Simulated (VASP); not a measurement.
Wanted: the native input for a VASP 6.6.1 run.

| Property | Result |
| --- | --- |
| Task | single point |
| Functional | PBEsol |
| Potentials or basis | VASP PAW PBE potentials, release 64 (Si) |
| Cutoff | 500 eV |
| k mesh | 10 × 10 × 10 |
| Occupations | gaussian, width 0.02 eV |
| Spin | no spin polarisation |
| Dipole correction | no |
| Further INCAR settings | ALGO = Normal; EDIFF = 1e-06; NBANDS = 11 |

The structure of Si lies in POSCAR:

```
Si
1.0
    0.0000000000      2.7168028345      2.7168028345
    2.7168028345      0.0000000000      2.7168028345
    2.7168028345      2.7168028345      0.0000000000
Si
2
Direct
    0.0000000000      0.0000000000      0.0000000000
    0.2500000000      0.2500000000      0.2500000000
```

One way to write it, as run:

INCAR

```
SYSTEM = Si
ALGO = Normal
EDIFF = 1E-6
ENCUT = 500
GGA = PS
GGA_COMPAT = .FALSE.
ISIF = 2
ISMEAR = 0
LASPH = .TRUE.
LCHARG = .FALSE.
LREAL = .FALSE.
LWAVE = .FALSE.
NBANDS = 11
NELM = 120
PREC = Accurate
SIGMA = 0.02
```

KPOINTS

```
k-points
0
G
  10 10 10
  0 0 0
```

Potentials or basis: VASP PAW PBE potentials, release 64 (Si).

Command:

```bash
$ cat potpaw_PBE.64/Si/POTCAR > POTCAR
$ mpirun -np 1 vasp_std > vasp.out
```

It gave:

```
Pressure               : 0.1 GPa
Band gap on the k mesh : 0.47 eV, indirect (least direct gap 2.52 eV)
```

Caveat: the PAW data sets were made with another functional, which shifts forces and pressure a little.

Run time: 6.5 s on 1 thread of Intel(R) Xeon(R) 6975P-C (Granite Rapids), with other jobs on the host, peak memory 0.15 GiB.
